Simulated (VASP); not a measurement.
A run of VASP 6.6.1 is set up as follows.

Contents of INCAR:

```
PREC = Accurate
ENCUT = 520
EDIFF = 1E-6
ISMEAR = -1
SIGMA = 0.01
LREAL = Auto
LASPH = T
NELM = 120
ALGO = Normal
ISIF = 2
LWAVE = F
LCHARG = F
GGA = PE
NELECT = 128.0
NBANDS = 86
GGA_COMPAT = F
```

File KPOINTS:

```
regular mesh
0
Gamma
  1 1 1
```

POSCAR

```
Si16HC16
1.0
    6.1879230300      0.0000000600      0.0000000000
   -3.0939615600      5.3588985100      0.0000000000
    0.0000000000      0.0000000000     10.1287833600
Si C H
16 16 1
Direct
    0.3366679721      0.1642436367      0.9435268443
    0.1702519519      0.3365171007      0.4430783876
    0.0077695546      0.0118703497      0.6905090919
    0.0030135659      0.0022103423      0.1929611811
    0.3297737227      0.6551769871      0.9492234811
    0.1672595921      0.8353201654      0.4408898721
   -0.0220500816      0.5017156037      0.6891500935
    0.0000154766      0.4983790969      0.1942135526
    0.8314032840      0.1642811388      0.9435418510
    0.6675407437      0.3313828311      0.4405001905
    0.5029180087      0.0026137778      0.6867408210
    0.4993926761     -0.0051085181      0.1925277628
    0.8363975630      0.6685670466      0.9469766169
    0.6717379091      0.8352755611      0.4409201818
    0.5275106967      0.5022229780      0.6894488461
    0.5024726544      0.4983678950      0.1942400119
    0.3457967018      0.1727075028      0.7522816640
    0.1702252902      0.3363241506      0.2545631502
    0.0041565232      0.0046265104      0.5038501485
    0.0030317051      0.0022495294      0.0027345831
    0.3258466233      0.6458308501      0.7559206992
    0.1661832686      0.8327431433      0.2522972315
    0.0001940985      0.5032638694      0.5047235999
   -0.0022650038      0.4959703930      0.0056224917
    0.8301282090      0.1726522621      0.7522765301
    0.6657038721      0.3272010016      0.2526489025
    0.4998867072     -0.0038201936      0.5019698634
    0.4972111456     -0.0094887092      0.0005495231
    0.8445006710      0.6844035099      0.7552866646
    0.6703436892      0.8327308217      0.2523217162
    0.5069796920      0.5032946537      0.5047562790
    0.5024474870      0.4959138459      0.0057119397
    0.2309675789      0.4595511525      0.7142732491
```

Potentials or basis: VASP PAW PBE potentials, release 64 (Si, C, H).

Launch:

```console
$ cat potpaw_PBE.64/Si/POTCAR potpaw_PBE.64/C/POTCAR potpaw_PBE.64/H/POTCAR > POTCAR
$ mpirun -np 1 vasp_gam > vasp.out
```

(1) What does it give for the largest force?

Answers

(1) 0.299 eV/Å.

Caveat: the k points lie up to 1.17 Å⁻¹ apart, too coarse for converged energies, forces and pressures; the cell carries a net charge on a neutralising background, which shifts energy and pressure.
